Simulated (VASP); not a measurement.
The system is LiF.

```
Li F
1.0
     3.33819    0.00000    0.00000
    -1.66910    2.89096    0.00000
     0.00000    0.00000    4.90801
Li F
3 3
Direct
  0.49867 0.83589 0.67382
  0.57438 0.24546 0.23459
  0.75454 0.32892 0.90125
  0.16411 0.66278 0.34048
  0.33722 0.50133 0.00715
  0.67108 0.42562 0.56792
```

The cell was generated, and may not be a known phase.

```yaml
Program: VASP 6.6.1
Task: relaxation of cell and atoms
Functional: PBE
Potentials_or_basis: VASP PAW PBE potentials, release 64 (Li_sv, F)
Cutoff: 600 eV
k_mesh: 6 × 6 × 4
Occupations: gaussian, width 0.1 eV
Spin: no spin polarisation
```

At the start: pressure 39.8 GPa; volume 7.89 Å³/atom.

Question: Where does the relaxation end?

Answer: Over 26 steps the energy falls by 1111.4 meV/atom and the volume is 8.95 Å³/atom (+13.3 %); space group P1 (No. 1, to 0.1 Å) before, C2 (No. 5, to 0.1 Å).

Step by step:
```tsv
step	energy change (eV)	largest force (eV/Å)	pressure (GPa)	volume (Å³)
1	0.0000	7.4152	39.76	47.37
2	-4.6681	1.9938	6.25	61.43
3	-4.6756	2.0481	5.73	62.04
4	-5.3132	1.2348	-4.77	66.63
5	-5.3345	1.1667	-6.63	67.70
6	-5.7046	0.9604	-4.30	64.60
7	-5.9561	1.4904	1.81	59.32
8	-6.2303	0.8408	1.52	57.95
9	-6.2955	0.9730	2.01	56.87
10	-6.4540	0.5273	-1.53	57.72
11	-6.4672	0.6050	-2.67	58.07
12	-6.5590	0.3406	-0.87	56.35
13	-6.5731	0.4336	0.34	55.38
14	-6.6147	0.3095	-0.37	55.09
15	-6.6285	0.3314	-0.87	54.80
16	-6.6487	0.2110	0.48	53.79
17	-6.6487	0.2145	0.52	53.76
18	-6.6571	0.1163	-0.20	54.11
19	-6.6579	0.0874	-0.50	54.26
20	-6.6613	0.0714	0.17	53.90
21	-6.6616	0.0742	0.41	53.76
22	-6.6642	0.0707	0.09	53.83
23	-6.6647	0.0733	-0.14	53.87
24	-6.6666	0.0416	-0.06	53.80
25	-6.6673	0.0570	0.03	53.70
26	-6.6682	0.0364	-0.06	53.68
```

Final structure:
```yaml
crystal:
  lattice:
    - [3.59020, 0.01303, -0.46027]
    - [-1.79871, 2.55558, 0.24077]
    - [-0.68816, -0.01223, 5.92356]
  atoms:
    - { symbol: Li, position: [0.31946, 0.64128, 0.62140] }
    - { symbol: Li, position: [0.52008, 0.37756, 0.28541] }
    - { symbol: Li, position: [0.85582, 0.37006, 0.95597] }
    - { symbol: F, position: [0.13819, 0.61817, 0.28479] }
    - { symbol: F, position: [0.47467, 0.60861, 0.95655] }
    - { symbol: F, position: [0.69178, 0.38431, 0.62109] }
```

Caveat: the cutoff is under 1.25 times the usual one of these potentials, so pressure, stress and relaxed cells hold a basis-set (Pulay) error; a cell axis changed by over 15 % at a fixed basis, so the end point is rough.
